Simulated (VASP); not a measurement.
**Mg2C: single point with r2SCAN**

Mg2C:

```xyz
3
Lattice="0.0000 2.7109 2.7109 2.7109 0.0000 2.7109 2.7109 2.7109 0.0000" Properties=species:S:1:pos:R:3 pbc="T T T"
C     0.0000    0.0000    0.0000
Mg    1.3555    1.3555    1.3555
Mg    4.0664    4.0664    4.0664
```

- Program: VASP 6.6.1
- Task: single point
- Functional: r2SCAN
- Potentials or basis: VASP PAW PBE potentials, release 64 (C, Mg)
- Cutoff: 520 eV
- k mesh: 8 × 8 × 8
- Occupations: gaussian, width 0.01 eV
- Spin: no spin polarisation
- Dipole correction: no
- Further INCAR settings: ALGO = Normal; EDIFF = 1e-06; NBANDS = 11

| Item | Value |
| --- | --- |
| Pressure | -0.4 GPa |
| Band gap on the k mesh | 1.11 eV, indirect (least direct gap 1.95 eV) |

Levels at points of the mesh, in eV from the valence-band top:
| k point | band 1 | band 2 | band 3 | band 4 | band 5 | band 6 | band 7 | band 8 | band 9 |
| --- | --- | --- | --- | --- | --- | --- | --- | --- | --- |
| (0.00, 0.00, 0.00) | -11.29 | 0.00 | 0.00 | 0.00 | 1.95 | 7.21 | 7.21 | 7.21 | 10.23 |
| (0.50, 0.00, 0.00) | -9.78 | -4.81 | -0.43 | -0.43 | 4.03 | 6.12 | 6.12 | 6.63 | 12.43 |
| (0.50, 0.50, 0.00) | -9.29 | -4.09 | -1.58 | -1.58 | 1.11 | 4.76 | 9.96 | 10.24 | 10.24 |

It took 32 s on 1 thread of AMD EPYC 9R45 96-Core Processor (Zen 5), with other jobs on the host, peak memory 0.14 GiB.

Caveat: the PAW data sets were made with another functional, which shifts forces and pressure a little. A k mesh can miss the band edges.
